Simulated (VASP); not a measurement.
# Zr (R-3m) in VASP: single point with PBE

Aim: the single point of Zr with PBE.

Everything below comes from runs of VASP 6.6.1. Logs are shortened: lines on timing, memory, paths and dates and some standing lists are left out, and cuts for length are marked.

### 1 The cell of the first run

The typed cell holds 3 atoms: a = 3.201 Å, b = 3.201 Å, c = 7.837 Å, α = 90.00°, β = 90.00°, γ = 120.00°.

### 2 Single point, PBE

INCAR reads:

```
  ALGO = Fast
  EDIFF = 1E-6
  ENCUT = 520
  GGA = PE
  ISIF = 2
  ISMEAR = 0
  LASPH = True
  LCHARG = False
  LREAL = False
  LWAVE = False
  NBANDS = 25
  NELM = 60
  PREC = Accurate
  SIGMA = 0.1
```

KPOINTS reads:

```
k-points
0
Gamma
  18 18 6
```

POSCAR reads:

```
Zr
1.0
    3.2012371911      0.0000000000      0.0000000000
   -1.6006185955      2.7723527310      0.0000000000
    0.0000000000      0.0000000000      7.8374033462
Zr
3
Direct
    0.0000000000      0.0000000000      0.0000000000
    0.3333333333      0.6666666667      0.3333333333
    0.6666666667      0.3333333333      0.6666666667
```

Potentials or basis: VASP PAW PBE potentials, release 64 (Zr_sv).

Launch:

```bash
cat potpaw_PBE.64/Zr_sv/POTCAR > POTCAR
mpirun -np 1 vasp_std > vasp.out
```

OUTCAR:

```text
EDIFF = 1E-6
   ENCUT = 520
   GGA = PE
   ISIF = 2
   ISMEAR = 0
   LASPH = True
   LREAL = False
   NELM = 60
   PREC = Accurate

 ion  position               nearest neighbor table
   1  0.000  0.000  0.000-   2 3.20   3 3.20   2 3.20   3 3.20   3 3.20   2 3.20
   2  0.333  0.667  0.333-   1 3.20   1 3.20   1 3.20   3 3.20   3 3.20   3 3.20
   3  0.667  0.333  0.667-   1 3.20   1 3.20   1 3.20   2 3.20   2 3.20   2 3.20

  LATTYP: Found a hexagonal cell.
 ALAT       =     3.2012371911
 C/A-ratio  =     2.4482420009

  Lattice vectors:

 A1 = (   3.2012371911,   0.0000000000,   0.0000000000)
 A2 = (  -1.6006185955,   2.7723527310,   0.0000000000)
 A3 = (   0.0000000000,   0.0000000000,   7.8374033462)

Analysis of symmetry for initial positions (statically):
=====================================================================
 Subroutine PRICEL returns following result:

  LATTYP: Found a trigonal (rhomboedric) cell.
 ALAT       =     3.2001501682
 COS(alpha) =     0.4996602635

  Lattice vectors:

 A1 = (   1.6006185952,   0.9241175772,  -2.6124677826)
 A2 = (   0.0000000001,  -1.8482351541,  -2.6124677818)
 A3 = (  -1.6006185954,   0.9241175769,  -2.6124677818)

   3 primitive cells build up your supercell.

 Routine SETGRP: Setting up the symmetry group for a
 hexagonal supercell.

 Subroutine GETGRP returns: Found 12 space group operations
 (whereof 12 operations were pure point group operations)
 out of a pool of 24 trial point group operations.

The static configuration has the point symmetry D_3d.

Analysis of symmetry for dynamics (positions and initial velocities):
=====================================================================
 Subroutine PRICEL returns following result:

  LATTYP: Found a trigonal (rhomboedric) cell.
 ALAT       =     3.2001501682
 COS(alpha) =     0.4996602635

  Lattice vectors:

 A1 = (   1.6006185952,   0.9241175772,  -2.6124677826)
 A2 = (   0.0000000001,  -1.8482351541,  -2.6124677818)
 A3 = (  -1.6006185954,   0.9241175769,  -2.6124677818)

   3 primitive cells build up your supercell.

 Routine SETGRP: Setting up the symmetry group for a
[... 95 lines left out ...]
   PREC   = accura    normal or accurate (medium, high low for compatibility)
   ISTART =      0    job   : 0-new  1-cont  2-samecut
   ICHARG =      2    charge: 1-file 2-atom 10-const
   ISPIN  =      1    spin polarized calculation?
   LNONCOLLINEAR =      F non collinear calculations
   LSORBIT =      F    spin-orbit coupling
   LASPH  =      T    aspherical Exc in radial PAW
   ENCUT  =  520.0 eV  38.22 Ry    6.18 a.u.   5.95  5.95 14.57*2*pi/ulx,y,z
   NELM   =     60;   NELMIN=  2; NELMDL= -5     # of ELM steps
   EDIFF  = 0.1E-05   stopping-criterion for ELM
   LREAL  =      F    real-space projection
   EDIFFG = 0.1E-04   stopping-criterion for IOM
   NSW    =      0    number of steps for IOM
   IBRION =     -1    ionic relax: 0-MD 1-quasi-New 2-CG
   NFREE  =      0    steps in history (QN), initial steepest desc. (CG)
   ISIF   =      2    stress and relaxation
   ISYM   =      2    0-nonsym 1-usesym 2-fastsym
   POTIM  = 0.5000    time-step for ionic-motion
   TEBEG  =    0.0;   TEEND  =   0.0 temperature during run
   PSTRESS=    0.0 pullay stress
   NELECT =      36.0000    total number of electrons
   NUPDOWN=      -1.0000    fix difference up-down
   EMIN   =  10.00;   EMAX   =-10.00  energy-range for DOS
   EFERMI =   0.00;   METHOD = LEGACY
   ISMEAR =     0;   SIGMA  =   0.10  broadening in eV -4-tet -1-fermi 0-gaus
   EFERMI_NEDOS =   21; number of points for ismear=-14 and -15
   IALGO  =     68    algorithm
   IMIX   =      4    mixing-type and parameters
     AMIX     =   0.40;   BMIX     =  1.00
     AMIX_MAG =   1.60;   BMIX_MAG =  1.00
  volume/ion in A,a.u.               =      23.19       156.46
  Fermi-wavevector in a.u.,A,eV,Ry     =   1.314406  2.483867 23.506279  1.727663
  Thomas-Fermi vector in A             =   2.444661
   LORBIT       =      0    0 simple, 1 ext, 2 COOP (PROOUT), +10 PAW based schemes
   GGA     = PE    functional components
   LHFCALC =     F    Hartree Fock is set to
   AEXX    =    0.0000 exact exchange contribution
   IVDW    =     0    specifies the selected vdW correction
   LEPSILON=     F    determine dielectric tensor
   LRPA    =     F    only Hartree local field effects (RPA)
 non-spin polarized calculation
 RMM-DIIS sequential band-by-band and
 Gauss-broadening in eV      SIGMA  =   0.10
  energy-cutoff  :      520.00
  volume of cell :       69.56
 maximum number of plane-waves:      1902
   NGX = 11   NGY = 11   NGZ = 29

 number of electron      36.0000001 magnetization

 Free energy of the ion-electron system (eV)
  ---------------------------------------------------
  ext. energy  EPLUGINS =         0.00000000
  ---------------------------------------------------
  free energy    TOTEN  =       -25.45741016 eV

  energy without entropy =      -25.43665552  energy(sigma->0) =      -25.44703284

 E-fermi :   8.9331     XC(G=0): -11.1009

 val. band max:        8.9317403228   @ k =   0.3333   0.2222   0.5000
 cond. band min:       8.9353664682   @ k =   0.0000   0.0556   0.3333
 fundamental gap:      0.0036261455
 Fermi energy:         8.9330679764

 k-point     1 :       0.0000    0.0000    0.0000
  band No.  band energies     occupation
      1     -39.7652      2.00000
      2     -39.6583      2.00000
      3     -39.6583      2.00000
      4     -18.0168      2.00000
      5     -18.0168      2.00000
      6     -17.3715      2.00000
[... 661 lines left out ...]
     24      13.1242      0.00000
     25      13.4044      0.00000

 [... further k-points ...]

------------------------ aborting loop because EDIFF is reached ----------------------------------------

  FORCE on cell =-STRESS in cart. coord.  units (eV):
  Direction    XX          YY          ZZ          XY          YZ          ZX
  --------------------------------------------------------------------------------------
  -------------------------------------------------------------------------------------
  Total        0.0021166      0.0021166      0.0026098      0.0000000      0.0000000      0.0000000
  in kB        0.0487538      0.0487538      0.0601145      0.0000000      0.0000000      0.0000000
  external PRESSURE =       0.0525407 kB  Pullay stress =       0.0000000 kB

 VOLUME and BASIS-vectors are now :
 -----------------------------------------------------------------------------
  energy-cutoff  :      520.00
  volume of cell :       69.56
      direct lattice vectors                 reciprocal lattice vectors
     3.201237191  0.000000000  0.000000000     0.312379227  0.180352231  0.000000000
    -1.600618596  2.772352731  0.000000000     0.000000000  0.360704462  0.000000000
     0.000000000  0.000000000  7.837403346     0.000000000  0.000000000  0.127593280

 POSITION                                       TOTAL-FORCE (eV/Angst)
 -----------------------------------------------------------------------------------
      0.00000      0.00000      0.00000        -0.000000      0.000000      0.000000
     -0.00000      1.84824      2.61247         0.000000     -0.000000     -0.000000
      1.60062      0.92412      5.22494        -0.000000      0.000000      0.000000
 -----------------------------------------------------------------------------------
    total drift:                               -0.000000      0.000000     -0.000000

  FREE ENERGIE OF THE ION-ELECTRON SYSTEM (eV)
  ---------------------------------------------------
  free  energy   TOTEN  =       -25.4574101588 eV

  energy  without entropy=      -25.4366555183  energy(sigma->0) =      -25.44703284
```

Run time: 6 min. Hardware: 1 thread of Intel Xeon Platinum 8259CL at 2.50GHz (Skylake/Cascade Lake), shared host; peak memory 0.37 GiB.

What came out:

```
Free energy            : -25.4574 eV
Pressure               : 0.0 GPa
Band gap on the k mesh : zero (band 18 reaches 9.91 eV, above the bottom of band 19 at 8.37 eV)
```
